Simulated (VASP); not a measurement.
# Ba (Im-3m) in VASP: single point with PBEsol

Aim: the single point of Ba with PBEsol.

Program: VASP 6.6.1. These are calculated values, not measurements. Logs are shortened: lines on timing, memory, paths and dates and some standing lists are left out, and cuts for length are marked.

## (1) The cell of the first run

It takes space group Im-3m (No. 229, cubic). The conventional cell has a = 4.880 Å, b = 4.880 Å, c = 4.880 Å, α = 90.00°, β = 90.00°, γ = 90.00°. Ba (site symmetry m-3m) has 14 Ba at 4.23 to 4.88 Å within 5.5 Å.

## (2) Single point, PBEsol, non-collinear spin, zero start, spin-orbit coupling

INCAR

```
SYSTEM = Ba
  PREC = Accurate
  ENCUT = 500
  EDIFF = 1E-6
  ISMEAR = 1
  SIGMA = 0.1
  LREAL = .False.
  LASPH = .True.
  NELM = 200
  ALGO = Normal
  ISIF = 2
  LWAVE = .False.
  LCHARG = .False.
  MAGMOM = 0 0 0
  LORBIT = 11
  LSORBIT = .True.
  GGA_COMPAT = .False.
  LORBMOM = .True.
  GGA = PS
  NBANDS = 21
```

KPOINTS

```
regular mesh
0
Gamma
  16 16 16
  0 0 0
```

POSCAR

```
Ba
1.0
   -2.4399092820      2.4399092820      2.4399092820
    2.4399092820     -2.4399092820      2.4399092820
    2.4399092820      2.4399092820     -2.4399092820
Ba
1
Direct
    0.0000000000      0.0000000000      0.0000000000
```

Potentials or basis: VASP PAW PBE potentials, release 64 (Ba_sv).

Launch:

```sh
$ cat potpaw_PBE.64/Ba_sv/POTCAR > POTCAR
$ mpirun -np 1 vasp_ncl > vasp.out
```

OUTCAR:

```text
SYSTEM = Ba
   PREC = Accurate
   ENCUT = 500
   EDIFF = 1E-6
   ISMEAR = 1
   LREAL = .False.
   LASPH = .True.
   NELM = 200
   ISIF = 2
   LORBIT = 11
   LSORBIT = .True.
   GGA = PS

 ion  position               nearest neighbor table
   1  0.000  0.000  0.000-

  LATTYP: Found a body centered cubic cell.
 ALAT       =     4.8798185640

  Lattice vectors:

 A1 = (  -2.4399092820,   2.4399092820,   2.4399092820)
 A2 = (   2.4399092820,  -2.4399092820,   2.4399092820)
 A3 = (   2.4399092820,   2.4399092820,  -2.4399092820)

Analysis of symmetry for initial positions (statically):
=====================================================================
 Subroutine PRICEL returns:
 Original cell was already a primitive cell.

 Routine SETGRP: Setting up the symmetry group for a
 body centered cubic supercell.

 Subroutine GETGRP returns: Found 48 space group operations
 (whereof 48 operations were pure point group operations)
 out of a pool of 48 trial point group operations.

The static configuration has the point symmetry O_h .

Analysis of symmetry for dynamics (positions and initial velocities):
=====================================================================
 Subroutine PRICEL returns:
 Original cell was already a primitive cell.

 Routine SETGRP: Setting up the symmetry group for a
 body centered cubic supercell.

 Subroutine GETGRP returns: Found 48 space group operations
 (whereof 48 operations were pure point group operations)
 out of a pool of 48 trial point group operations.

The dynamic configuration has the point symmetry O_h .

Analysis of structural, dynamic, and magnetic symmetry:
=====================================================================
 Subroutine PRICEL returns:
 Original cell was already a primitive cell.

 Routine SETGRP: Setting up the symmetry group for a
 body centered cubic supercell.

 Subroutine GETGRP returns: Found 48 space group operations
 (whereof 48 operations were pure point group operations)
 out of a pool of 48 trial point group operations.

The overall configuration has the point symmetry O_h .

 Subroutine INISYM returns: Found 48 space group operations
 (whereof 48 operations are pure point group operations),
 and found     1 'primitive' translations

----------------------------------------------------------------------------------------

                                     Primitive cell

  volume of cell :      58.1007

  direct lattice vectors                    reciprocal lattice vectors
    -2.439909282  2.439909282  2.439909282     0.000000000  0.204925652  0.204925652
     2.439909282 -2.439909282  2.439909282     0.204925652  0.000000000  0.204925652
     2.439909282  2.439909282 -2.439909282     0.204925652  0.204925652  0.000000000

  length of vectors
     4.226046842  4.226046842  4.226046842     0.289808636  0.289808636  0.289808636

  position of ions in fractional coordinates (direct lattice)
     0.000000000  0.000000000  0.000000000

  ion indices of the primitive-cell ions
   primitive index   ion index
                 1           1

----------------------------------------------------------------------------------------

 KPOINTS: regular mesh

Automatic generation of k-mesh.
 Grid dimensions read from file:
 generate k-points for:   16   16   16

 Generating k-lattice:

  Cartesian coordinates                     Fractional coordinates (reciprocal lattice)
     0.000000000  0.012807853  0.012807853     0.062500000  0.000000000  0.000000000
     0.012807853  0.000000000  0.012807853     0.000000000  0.062500000  0.000000000
     0.012807853  0.012807853  0.000000000     0.000000000  0.000000000  0.062500000

  Length of vectors
     0.018113040  0.018113040  0.018113040

  Shift w.r.t. Gamma in fractional coordinates (k-lattice)
     0.000000000  0.000000000  0.000000000

 Subroutine IBZKPT returns following result:
 ===========================================

 Found    145 irreducible k-points:

 Following reciprocal coordinates:
            Coordinates               Weight
  0.000000  0.000000  0.000000      1.000000
[... 43 lines left out ...]
   LREAL  =      F    real-space projection
   EDIFFG = 0.1E-04   stopping-criterion for IOM
   NSW    =      0    number of steps for IOM
   IBRION =     -1    ionic relax: 0-MD 1-quasi-New 2-CG
   NFREE  =      0    steps in history (QN), initial steepest desc. (CG)
   ISIF   =      2    stress and relaxation
   ISYM   =      2    0-nonsym 1-usesym 2-fastsym
   POTIM  = 0.5000    time-step for ionic-motion
   TEBEG  =    0.0;   TEEND  =   0.0 temperature during run
   PSTRESS=    0.0 pullay stress
   NELECT =      10.0000    total number of electrons
   NUPDOWN=      -1.0000    fix difference up-down
   EMIN   =  10.00;   EMAX   =-10.00  energy-range for DOS
   EFERMI =   0.00;   METHOD = LEGACY
   ISMEAR =     1;   SIGMA  =   0.10  broadening in eV -4-tet -1-fermi 0-gaus
   EFERMI_NEDOS =   21; number of points for ismear=-14 and -15
   IALGO  =     38    algorithm
   IMIX   =      4    mixing-type and parameters
     AMIX     =   0.40;   BMIX     =  1.00
     AMIX_MAG =   1.60;   BMIX_MAG =  1.00
  volume/ion in A,a.u.               =      58.10       392.08
  Fermi-wavevector in a.u.,A,eV,Ry     =   0.910642  1.720864 11.282895  0.829269
  Thomas-Fermi vector in A             =   2.034828
   LORBIT       =     11    0 simple, 1 ext, 2 COOP (PROOUT), +10 PAW based schemes
   GGA     = PS    functional components
   LHFCALC =     F    Hartree Fock is set to
   AEXX    =    0.0000 exact exchange contribution
   IVDW    =     0    specifies the selected vdW correction
   LEPSILON=     F    determine dielectric tensor
   LRPA    =     F    only Hartree local field effects (RPA)
 Methfessel and Paxton  Order N= 1 SIGMA  =   0.10
  energy-cutoff  :      500.00
  volume of cell :       58.10
 maximum number of plane-waves:      3016
   NGX = 15   NGY = 15   NGZ = 15

 number of electron      10.0000000 magnetization       0.0000000      0.0000000      0.0000000

 number of electron      10.0000001 magnetization       0.0000000     -0.0000000      0.0000000

 number of electron      10.0000001 magnetization      -0.0000000      0.0000000     -0.0000000

 Free energy of the ion-electron system (eV)
  ---------------------------------------------------
  ext. energy  EPLUGINS =         0.00000000
  ---------------------------------------------------
  free energy    TOTEN  =        -2.34912616 eV

  energy without entropy =       -2.34878467  energy(sigma->0) =       -2.34901233

 E-fermi :   1.7837     XC(G=0):  -7.7765

 val. band max:        1.7804881880   @ k =  -0.3125  -0.4375   0.0625
 cond. band min:       1.8063453163   @ k =  -0.3750   0.4375   0.2500
 fundamental gap:      0.0258571283
 Fermi energy:         1.7836651873

 k-point     1 :       0.0000    0.0000    0.0000
  band No.  band energies     occupation
      1     -26.9223      1.00000
      2     -26.9223      1.00000
      3     -13.1739      1.00000
      4     -13.1739      1.00000
      5     -11.1587      1.00000
      6     -11.1587      1.00000
[... 565 lines left out ...]
     20       6.5584      0.00000
     21       8.7788      0.00000

 [... further k-points ...]

------------------------ aborting loop because EDIFF is reached ----------------------------------------

  FORCE on cell =-STRESS in cart. coord.  units (eV):
  Direction    XX          YY          ZZ          XY          YZ          ZX
  --------------------------------------------------------------------------------------
  -------------------------------------------------------------------------------------
  Total        0.0193696      0.0193696      0.0193696     -0.0000000      0.0000000      0.0000000
  in kB        0.5341346      0.5341346      0.5341346     -0.0000000      0.0000000      0.0000000
  external PRESSURE =       0.5341346 kB  Pullay stress =       0.0000000 kB

 VOLUME and BASIS-vectors are now :
 -----------------------------------------------------------------------------
  energy-cutoff  :      500.00
  volume of cell :       58.10
      direct lattice vectors                 reciprocal lattice vectors
    -2.439909282  2.439909282  2.439909282     0.000000000  0.204925652  0.204925652
     2.439909282 -2.439909282  2.439909282     0.204925652  0.000000000  0.204925652
     2.439909282  2.439909282 -2.439909282     0.204925652  0.204925652  0.000000000

 POSITION                                       TOTAL-FORCE (eV/Angst)
 -----------------------------------------------------------------------------------
      0.00000      0.00000      0.00000        -0.000000     -0.000000      0.000000
 -----------------------------------------------------------------------------------
    total drift:                               -0.000000     -0.000000     -0.000000

  FREE ENERGIE OF THE ION-ELECTRON SYSTEM (eV)
  ---------------------------------------------------
  free  energy   TOTEN  =        -2.3491261603 eV

  energy  without entropy=       -2.3487846720  energy(sigma->0) =       -2.34901233

 orbital moment (x)

 # of ion     p       d       tot
 ----------------------------------------
  1         0.000  -0.000  -0.000
 ----------------------------------------
            0.000  -0.000  -0.000

 orbital moment (y)

 # of ion     p       d       tot
 ----------------------------------------
  1        -0.000   0.000   0.000
 ----------------------------------------
           -0.000   0.000   0.000

 orbital moment (z)

 # of ion     p       d       tot
 ----------------------------------------
  1         0.000   0.000   0.000
 ----------------------------------------
            0.000   0.000   0.000

 Spin-Orbit-Coupling matrix elements

 Ion:    1  E_soc:     -0.4018724
 l=   1
     0.0000000    -0.0668428    -0.0668428
    -0.0668428     0.0000000    -0.0668428
    -0.0668428    -0.0668428     0.0000000
 l=   2
     0.0000000     0.0000151     0.0000000     0.0000151    -0.0001510
     0.0000151     0.0000000    -0.0001132     0.0000151    -0.0000377
     0.0000000    -0.0001132     0.0000000    -0.0001132     0.0000000
     0.0000151     0.0000151    -0.0001132     0.0000000    -0.0000377
    -0.0001510    -0.0000377     0.0000000    -0.0000377     0.0000000
 l=   3
     0.0000000     0.0000000     0.0000000     0.0000000     0.0000000     0.0000000     0.0000000
     0.0000000     0.0000000     0.0000000     0.0000000     0.0000000     0.0000000     0.0000000
     0.0000000     0.0000000     0.0000000     0.0000000     0.0000000     0.0000000     0.0000000
     0.0000000     0.0000000     0.0000000     0.0000000     0.0000000     0.0000000     0.0000000
     0.0000000     0.0000000     0.0000000     0.0000000     0.0000000     0.0000000     0.0000000
     0.0000000     0.0000000     0.0000000     0.0000000     0.0000000     0.0000000     0.0000000
     0.0000000     0.0000000     0.0000000     0.0000000     0.0000000     0.0000000     0.0000000

 total charge

# of ion       s       p       d       tot
------------------------------------------
    1        2.071   5.529   0.304   7.903

 magnetization (x)

# of ion       s       p       d       tot
------------------------------------------
    1        0.000  -0.000   0.000   0.000

 magnetization (y)

# of ion       s       p       d       tot
------------------------------------------
    1       -0.000   0.000   0.000   0.000

 magnetization (z)

# of ion       s       p       d       tot
------------------------------------------
    1       -0.000  -0.000  -0.000  -0.000
```

Wall time 4 min (1 thread of AMD EPYC 9755, shared host); peak memory 0.42 GiB.

Results:

| Property | Result |
| --- | --- |
| Free energy | -2.3491 eV |
| Pressure | 0.1 GPa |
| Net moment | 0.00 μB per cell |
| Valence electrons inside the program's atomic spheres | Ba 7.90 |

Moments on the atoms (μB; x, y, z):
```
Ba  0.00 0.00 0.00
```

Caveat: the PAW data sets were made with another functional, which shifts forces and pressure a little.
